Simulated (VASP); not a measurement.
# Al (Im-3m) in VASP: further runs

The runs below take Al through single point, with PBE.

Everything below comes from runs of VASP 6.6.1. Logs are shortened: lines on timing, memory, paths and dates and some standing lists are left out, and cuts for length are marked.

### Step 1. The cell of the first run

Symmetry: Im-3m, No. 229, cubic system. Conventional cell: a = 3.238 Å, b = 3.238 Å, c = 3.238 Å, α = 90.00°, β = 90.00°, γ = 90.00°. Al (site symmetry m-3m) has 14 Al at 2.80 to 3.24 Å within 3.7 Å.

### Step 2. Single point, PBE

INCAR reads:

```
SYSTEM = Al
ALGO = Normal ; EDIFF = 1E-6
ENCUT = 520 ; GGA = PE
ISIF = 2 ; ISMEAR = -1
LASPH = .True. ; LCHARG = .True.
LELF = .True. ; LREAL = .False.
LVHAR = .True. ; LWAVE = .False.
NBANDS = 8 ; NELM = 100
PREC = Accurate ; SIGMA = 0.1
```

KPOINTS reads:

```
k-points
0
Gamma
  14 14 14
  0 0 0
```

POSCAR reads:

```
Al
1.0
   -1.6188655558      1.6188655558      1.6188655558
    1.6188655558     -1.6188655558      1.6188655558
    1.6188655558      1.6188655558     -1.6188655558
Al
1
Direct
    0.0000000000      0.0000000000      0.0000000000
```

Potentials or basis: VASP PAW PBE potentials, release 64 (Al).

Command:

```
$ cat potpaw_PBE.64/Al/POTCAR > POTCAR
$ mpirun -np 1 vasp_std > vasp.out
```

OUTCAR:

```text
SYSTEM = Al
   EDIFF = 1E-6
   ENCUT = 520
   GGA = PE
   ISIF = 2
   ISMEAR = -1
   LASPH = .True.
   LREAL = .False.
   NELM = 100
   PREC = Accurate

 ion  position               nearest neighbor table
   1  0.000  0.000  0.000-

  LATTYP: Found a body centered cubic cell.
 ALAT       =     3.2377311116

  Lattice vectors:

 A1 = (  -1.6188655558,   1.6188655558,   1.6188655558)
 A2 = (   1.6188655558,  -1.6188655558,   1.6188655558)
 A3 = (   1.6188655558,   1.6188655558,  -1.6188655558)

Analysis of symmetry for initial positions (statically):
=====================================================================
 Subroutine PRICEL returns:
 Original cell was already a primitive cell.

 Routine SETGRP: Setting up the symmetry group for a
 body centered cubic supercell.

 Subroutine GETGRP returns: Found 48 space group operations
 (whereof 48 operations were pure point group operations)
 out of a pool of 48 trial point group operations.

The static configuration has the point symmetry O_h .

Analysis of symmetry for dynamics (positions and initial velocities):
=====================================================================
 Subroutine PRICEL returns:
 Original cell was already a primitive cell.

 Routine SETGRP: Setting up the symmetry group for a
 body centered cubic supercell.

 Subroutine GETGRP returns: Found 48 space group operations
 (whereof 48 operations were pure point group operations)
 out of a pool of 48 trial point group operations.

The dynamic configuration has the point symmetry O_h .

 Subroutine INISYM returns: Found 48 space group operations
 (whereof 48 operations are pure point group operations),
 and found     1 'primitive' translations

----------------------------------------------------------------------------------------

                                     Primitive cell

  volume of cell :      16.9704

  direct lattice vectors                    reciprocal lattice vectors
    -1.618865556  1.618865556  1.618865556     0.000000000  0.308858261  0.308858261
     1.618865556 -1.618865556  1.618865556     0.308858261  0.000000000  0.308858261
     1.618865556  1.618865556 -1.618865556     0.308858261  0.308858261  0.000000000

  length of vectors
     2.803957393  2.803957393  2.803957393     0.436791541  0.436791541  0.436791541

  position of ions in fractional coordinates (direct lattice)
     0.000000000  0.000000000  0.000000000

  ion indices of the primitive-cell ions
   primitive index   ion index
                 1           1

----------------------------------------------------------------------------------------

 KPOINTS: k-points

Automatic generation of k-mesh.
 Grid dimensions read from file:
 generate k-points for:   14   14   14

 Generating k-lattice:

  Cartesian coordinates                     Fractional coordinates (reciprocal lattice)
     0.000000000  0.022061304  0.022061304     0.071428571  0.000000000  0.000000000
     0.022061304  0.000000000  0.022061304     0.000000000  0.071428571  0.000000000
     0.022061304  0.022061304  0.000000000     0.000000000  0.000000000  0.071428571

  Length of vectors
     0.031199396  0.031199396  0.031199396

  Shift w.r.t. Gamma in fractional coordinates (k-lattice)
     0.000000000  0.000000000  0.000000000

 Subroutine IBZKPT returns following result:
 ===========================================

 Found    104 irreducible k-points:

 Following reciprocal coordinates:
            Coordinates               Weight
  0.000000  0.000000  0.000000      1.000000
  0.071429  0.000000  0.000000     12.000000
  0.142857  0.000000  0.000000     12.000000
  0.214286  0.000000  0.000000     12.000000
  0.285714  0.000000  0.000000     12.000000
  0.357143  0.000000  0.000000     12.000000
[... 16 lines left out ...]
  0.285714  0.285714  0.000000     24.000000
  0.357143  0.285714  0.000000     24.000000
 [... further k-points ...]
   k-points           NKPTS =    104   k-points in BZ     NKDIM =    104   number of bands    NBANDS=      8
   number of dos      NEDOS =    301   number of ions     NIONS =      1
   total plane-waves  NPLWV =  13824
   dimension x,y,z NGX =    24 NGY =   24 NGZ =   24
   dimension x,y,z NGXF=    48 NGYF=   48 NGZF=   48
   ions per type =               1
   NGX,Y,Z   is equivalent  to a cutoff of  14.23, 14.23, 14.23 a.u.
   NGXF,Y,Z  is equivalent  to a cutoff of  28.46, 28.46, 28.46 a.u.
 SYSTEM =  Al
   PREC   = accura    normal or accurate (medium, high low for compatibility)
   ISTART =      0    job   : 0-new  1-cont  2-samecut
   ICHARG =      2    charge: 1-file 2-atom 10-const
   ISPIN  =      1    spin polarized calculation?
   LNONCOLLINEAR =      F non collinear calculations
   LSORBIT =      F    spin-orbit coupling
   LASPH  =      T    aspherical Exc in radial PAW
   ENCUT  =  520.0 eV  38.22 Ry    6.18 a.u.   5.21  5.21  5.21*2*pi/ulx,y,z
   NELM   =    100;   NELMIN=  2; NELMDL= -5     # of ELM steps
   EDIFF  = 0.1E-05   stopping-criterion for ELM
   LREAL  =      F    real-space projection
   EDIFFG = 0.1E-04   stopping-criterion for IOM
   NSW    =      0    number of steps for IOM
   IBRION =     -1    ionic relax: 0-MD 1-quasi-New 2-CG
   NFREE  =      0    steps in history (QN), initial steepest desc. (CG)
   ISIF   =      2    stress and relaxation
   ISYM   =      2    0-nonsym 1-usesym 2-fastsym
   POTIM  = 0.5000    time-step for ionic-motion
   TEBEG  =    0.0;   TEEND  =   0.0 temperature during run
   PSTRESS=    0.0 pullay stress
   NELECT =       3.0000    total number of electrons
   NUPDOWN=      -1.0000    fix difference up-down
   EMIN   =  10.00;   EMAX   =-10.00  energy-range for DOS
   EFERMI =   0.00;   METHOD = LEGACY
   ISMEAR =    -1;   SIGMA  =   0.10  broadening in eV -4-tet -1-fermi 0-gaus
   EFERMI_NEDOS =   21; number of points for ismear=-14 and -15
   IALGO  =     38    algorithm
   IMIX   =      4    mixing-type and parameters
     AMIX     =   0.40;   BMIX     =  1.00
     AMIX_MAG =   1.60;   BMIX_MAG =  1.00
  volume/ion in A,a.u.               =      16.97       114.52
  Fermi-wavevector in a.u.,A,eV,Ry     =   0.918793  1.736268 11.485781  0.844181
  Thomas-Fermi vector in A             =   2.043915
   LORBIT       =      0    0 simple, 1 ext, 2 COOP (PROOUT), +10 PAW based schemes
   GGA     = PE    functional components
   LHFCALC =     F    Hartree Fock is set to
   AEXX    =    0.0000 exact exchange contribution
   IVDW    =     0    specifies the selected vdW correction
   LEPSILON=     F    determine dielectric tensor
   LRPA    =     F    only Hartree local field effects (RPA)
 non-spin polarized calculation
  energy-cutoff  :      520.00
  volume of cell :       16.97
 maximum number of plane-waves:       472
 NGX is ok and might be reduce to    24
   NGX = 11   NGY = 11   NGZ = 11

 number of electron       3.0000000 magnetization

 Free energy of the ion-electron system (eV)
  ---------------------------------------------------
  ext. energy  EPLUGINS =         0.00000000
  ---------------------------------------------------
  free energy    TOTEN  =        -3.66133753 eV

  energy without entropy =       -3.64863788  energy(sigma->0) =       -3.65498771

 E-fermi :   7.7141     XC(G=0): -10.0995

 val. band max:        7.6900530038   @ k =   0.2857   0.2857   0.0000
 cond. band min:       7.7607656769   @ k =   0.2857   0.2143   0.0000
 fundamental gap:      0.0707126731
 Fermi energy:         7.7140718749

 k-point     1 :       0.0000    0.0000    0.0000
  band No.  band energies     occupation
      1      -3.2265      2.00000
      2      20.8102      0.00000
      3      20.8102      0.00000
      4      20.8102      0.00000
      5      22.0063      0.00000
      6      22.0063      0.00000
      7      22.0063      0.00000
      8      23.8141      0.00000

 k-point     2 :       0.0714    0.0000    0.0000
  band No.  band energies     occupation
      1      -3.0823      2.00000
      2      19.0510      0.00000
      3      19.7713      0.00000
      4      20.2436      0.00000
      5      21.4819      0.00000
      6      22.6013      0.00000
      7      22.8965      0.00000
      8      23.2858      0.00000

 k-point     3 :       0.1429    0.0000    0.0000
  band No.  band energies     occupation
      1      -2.6508      2.00000
      2      16.2202      0.00000
      3      18.5319      0.00000
      4      19.1350      0.00000
      5      20.4442      0.00000
      6      21.6167      0.00000
      7      23.6674      0.00000
      8      24.0730      0.00000

 k-point     4 :       0.2143    0.0000    0.0000
  band No.  band energies     occupation
      1      -1.9343      2.00000
      2      13.3315      0.00000
      3      17.4988      0.00000
      4      18.0388      0.00000
      5      19.4291      0.00000
      6      20.7183      0.00000
      7      24.5997      0.00000
      8      24.6119      0.00000

 k-point     5 :       0.2857    0.0000    0.0000
  band No.  band energies     occupation
      1      -0.9370      2.00000
      2      10.5911      0.00000
      3      16.6943      0.00000
      4      17.1287      0.00000
      5      18.5948      0.00000
      6      19.9608      0.00000
      7      25.3849      0.00000
      8      25.7054      0.00000
[... 177 lines left out ...]
 k-point    22 :       0.3571    0.2143    0.0000
  band No.  band energies     occupation
      1       3.6627      2.00000
      2       5.6258      2.00000
      3       9.4311      0.00000
      4      14.9715      0.00000
      5      20.7870      0.00000
      6      23.8464      0.00000
      7      25.2889      0.00000
      8      27.5836      0.00000

 k-point    23 :       0.2857    0.2857    0.0000
  band No.  band energies     occupation
      1       3.5313      2.00000
      2       7.1180      1.99486
      3       7.6901      1.11952
      4      14.8551      0.00000
      5      22.2177      0.00000
      6      22.5213      0.00000
      7      25.4868      0.00000
      8      28.9680      0.00000

 k-point    24 :       0.3571    0.2857    0.0000
  band No.  band energies     occupation
      1       5.1058      2.00000
      2       5.5161      2.00000
      3       7.3324      1.95694
      4      14.7323      0.00000
      5      22.2539      0.00000
      6      23.8986      0.00000
      7      23.9148      0.00000
      8      29.5469      0.00000

 [... further k-points ...]

------------------------ aborting loop because EDIFF is reached ----------------------------------------

  FORCE on cell =-STRESS in cart. coord.  units (eV):
  Direction    XX          YY          ZZ          XY          YZ          ZX
  --------------------------------------------------------------------------------------
  -------------------------------------------------------------------------------------
  Total       -0.0053979     -0.0053979     -0.0053979     -0.0000000      0.0000000      0.0000000
  in kB       -0.5096148     -0.5096148     -0.5096148     -0.0000000      0.0000000      0.0000000
  external PRESSURE =      -0.5096148 kB  Pullay stress =       0.0000000 kB

 VOLUME and BASIS-vectors are now :
 -----------------------------------------------------------------------------
  energy-cutoff  :      520.00
  volume of cell :       16.97
      direct lattice vectors                 reciprocal lattice vectors
    -1.618865556  1.618865556  1.618865556     0.000000000  0.308858261  0.308858261
     1.618865556 -1.618865556  1.618865556     0.308858261  0.000000000  0.308858261
     1.618865556  1.618865556 -1.618865556     0.308858261  0.308858261  0.000000000

 POSITION                                       TOTAL-FORCE (eV/Angst)
 -----------------------------------------------------------------------------------
      0.00000      0.00000      0.00000         0.000000      0.000000     -0.000000
 -----------------------------------------------------------------------------------
    total drift:                                0.000000      0.000000      0.000000

  FREE ENERGIE OF THE ION-ELECTRON SYSTEM (eV)
  ---------------------------------------------------
  free  energy   TOTEN  =        -3.6613375267 eV

  energy  without entropy=       -3.6486378844  energy(sigma->0) =       -3.65498771
```

Wall time 6 s (1 thread of Intel Xeon Platinum 8488C (Sapphire Rapids), shared host); peak memory 0.13 GiB.

What came out:

```
Free energy : -3.6613 eV
Pressure    : -0.1 GPa
```

### Step 3. Single point, PBE (volume scaled by 0.88)

INCAR reads:

```
  PREC = Accurate
  ENCUT = 520
  EDIFF = 1E-6
  ISMEAR = -1
  SIGMA = 0.1
  LREAL = False
  LASPH = True
  NELM = 100
  ALGO = Normal
  ISIF = 2
  LWAVE = False
  LCHARG = False
  GGA = PE
  NBANDS = 8
```

KPOINTS reads:

```
regular mesh
0
Gamma
  15 15 15
```

POSCAR reads:

```
Al
1.0
   -1.5513329140      1.5513329140      1.5513329140
    1.5513329140     -1.5513329140      1.5513329140
    1.5513329140      1.5513329140     -1.5513329140
Al
1
Direct
    0.0000000000      0.0000000000      0.0000000000
```

Potentials or basis: VASP PAW PBE potentials, release 64 (Al).

Command:

```
$ cat potpaw_PBE.64/Al/POTCAR > POTCAR
$ mpirun -np 1 vasp_std > vasp.out
```

OUTCAR:

```text
PREC = Accurate
   ENCUT = 520
   EDIFF = 1E-6
   ISMEAR = -1
   LREAL = False
   LASPH = True
   NELM = 100
   ISIF = 2
   GGA = PE

 ion  position               nearest neighbor table
   1  0.000  0.000  0.000-

  LATTYP: Found a body centered cubic cell.
 ALAT       =     3.1026658280

  Lattice vectors:

 A1 = (  -1.5513329140,   1.5513329140,   1.5513329140)
 A2 = (   1.5513329140,  -1.5513329140,   1.5513329140)
 A3 = (   1.5513329140,   1.5513329140,  -1.5513329140)

Analysis of symmetry for initial positions (statically):
=====================================================================
 Subroutine PRICEL returns:
 Original cell was already a primitive cell.

 Routine SETGRP: Setting up the symmetry group for a
 body centered cubic supercell.

 Subroutine GETGRP returns: Found 48 space group operations
 (whereof 48 operations were pure point group operations)
 out of a pool of 48 trial point group operations.

The static configuration has the point symmetry O_h .

Analysis of symmetry for dynamics (positions and initial velocities):
=====================================================================
 Subroutine PRICEL returns:
 Original cell was already a primitive cell.

 Routine SETGRP: Setting up the symmetry group for a
 body centered cubic supercell.

 Subroutine GETGRP returns: Found 48 space group operations
 (whereof 48 operations were pure point group operations)
 out of a pool of 48 trial point group operations.

The dynamic configuration has the point symmetry O_h .

 Subroutine INISYM returns: Found 48 space group operations
 (whereof 48 operations are pure point group operations),
 and found     1 'primitive' translations

----------------------------------------------------------------------------------------

[... 107 lines left out ...]
   IALGO  =     38    algorithm
   IMIX   =      4    mixing-type and parameters
     AMIX     =   0.40;   BMIX     =  1.00
     AMIX_MAG =   1.60;   BMIX_MAG =  1.00
  volume/ion in A,a.u.               =      14.93       100.78
  Fermi-wavevector in a.u.,A,eV,Ry     =   0.958790  1.811851 12.507545  0.919279
  Thomas-Fermi vector in A             =   2.087929
   LORBIT       =      0    0 simple, 1 ext, 2 COOP (PROOUT), +10 PAW based schemes
   GGA     = PE    functional components
   LHFCALC =     F    Hartree Fock is set to
   AEXX    =    0.0000 exact exchange contribution
   IVDW    =     0    specifies the selected vdW correction
   LEPSILON=     F    determine dielectric tensor
   LRPA    =     F    only Hartree local field effects (RPA)
 non-spin polarized calculation
  energy-cutoff  :      520.00
  volume of cell :       14.93
 maximum number of plane-waves:       417
   NGX =  9   NGY =  9   NGZ =  9

 number of electron       3.0000000 magnetization

 Free energy of the ion-electron system (eV)
  ---------------------------------------------------
  ext. energy  EPLUGINS =         0.00000000
  ---------------------------------------------------
  free energy    TOTEN  =        -3.59526586 eV

  energy without entropy =       -3.58258775  energy(sigma->0) =       -3.58892681

 E-fermi :   9.1005     XC(G=0): -10.5682

 val. band max:        9.0910454075   @ k =  -0.4000  -0.4000   0.1333
 cond. band min:       9.2196538919   @ k =   0.3333   0.0667   0.0000
 fundamental gap:      0.1286084844
 Fermi energy:         9.1005009176

 k-point     1 :       0.0000    0.0000    0.0000
  band No.  band energies     occupation
      1      -2.7561      2.00000
      2      22.9808      0.00000
      3      22.9808      0.00000
      4      22.9808      0.00000
      5      25.3268      0.00000
      6      25.3268      0.00000
      7      25.3268      0.00000
      8      26.2017      0.00000
[... 243 lines left out ...]
 k-point    24 :       0.4000    0.2000    0.0000
  band No.  band energies     occupation
      1       5.2331      2.00000
      2       5.9822      2.00000
      3      11.4450      0.00000
      4      17.1137      0.00000
      5      22.9150      0.00000
      6      26.9647      0.00000
      7      27.8717      0.00000
      8      30.4952      0.00000

 [... further k-points ...]

------------------------ aborting loop because EDIFF is reached ----------------------------------------

  FORCE on cell =-STRESS in cart. coord.  units (eV):
  Direction    XX          YY          ZZ          XY          YZ          ZX
  --------------------------------------------------------------------------------------
  -------------------------------------------------------------------------------------
  Total        1.0556688      1.0556688      1.0556688     -0.0000000     -0.0000000     -0.0000000
  in kB      113.2565302    113.2565302    113.2565302     -0.0000000     -0.0000000     -0.0000000
  external PRESSURE =     113.2565302 kB  Pullay stress =       0.0000000 kB

 VOLUME and BASIS-vectors are now :
 -----------------------------------------------------------------------------
  energy-cutoff  :      520.00
  volume of cell :       14.93
      direct lattice vectors                 reciprocal lattice vectors
    -1.551332914  1.551332914  1.551332914     0.000000000  0.322303482  0.322303482
     1.551332914 -1.551332914  1.551332914     0.322303482  0.000000000  0.322303482
     1.551332914  1.551332914 -1.551332914     0.322303482  0.322303482  0.000000000

 POSITION                                       TOTAL-FORCE (eV/Angst)
 -----------------------------------------------------------------------------------
      0.00000      0.00000      0.00000         0.000000      0.000000     -0.000000
 -----------------------------------------------------------------------------------
    total drift:                                0.000000      0.000000      0.000000

  FREE ENERGIE OF THE ION-ELECTRON SYSTEM (eV)
  ---------------------------------------------------
  free  energy   TOTEN  =        -3.5952658601 eV

  energy  without entropy=       -3.5825877503  energy(sigma->0) =       -3.58892681
```

OSZICAR:

```text
N       E                     dE             d eps       ncg     rms          rms(c)
DAV:   1    -0.193988229736E+01   -0.19399E+01   -0.92374E+02  1920   0.213E+02
DAV:   2    -0.361533882554E+01   -0.16755E+01   -0.16088E+01  2688   0.203E+01
DAV:   3    -0.362303008884E+01   -0.76913E-02   -0.76906E-02  2376   0.155E+00
DAV:   4    -0.362304997568E+01   -0.19887E-04   -0.19885E-04  2816   0.742E-02
DAV:   5    -0.362305002365E+01   -0.47971E-07   -0.48281E-07  2456   0.257E-03    0.144E+00
DAV:   6    -0.360665277774E+01    0.16397E-01   -0.16172E-03  2096   0.182E-01    0.827E-01
DAV:   7    -0.359527298467E+01    0.11380E-01   -0.49343E-03  2168   0.297E-01    0.161E-01
DAV:   8    -0.359526753972E+01    0.54450E-05   -0.19780E-05  2648   0.306E-02    0.260E-02
DAV:   9    -0.359526608297E+01    0.14567E-05   -0.60529E-07  2384   0.395E-03    0.889E-04
DAV:  10    -0.359526586006E+01    0.22291E-06   -0.55768E-09  1368   0.507E-04
   1 F= -.35952659E+01 E0= -.35889268E+01  d E =-.126781E-01
```

stdout:

```text
POSCAR found type information on POSCAR Al
 POSCAR found :  1 types and       1 ions
 scaLAPACK will be used
 LDA part: xc-table for (Slater+PW92), standard interpolation
 POSCAR, INCAR and KPOINTS ok, starting setup
 FFT: planning ... GRIDC
 FFT: planning ... GRID_SOFT
 FFT: planning ... GRID
 WAVECAR not read
 entering main loop
```

Wall time 7.5 s (1 thread of Intel Xeon Platinum 8488C (Sapphire Rapids), shared host); peak memory 0.12 GiB.

Results:

```
Free energy : -3.5953 eV
Pressure    : 11.3 GPa
```

(Part 1 of 2 ends here.)
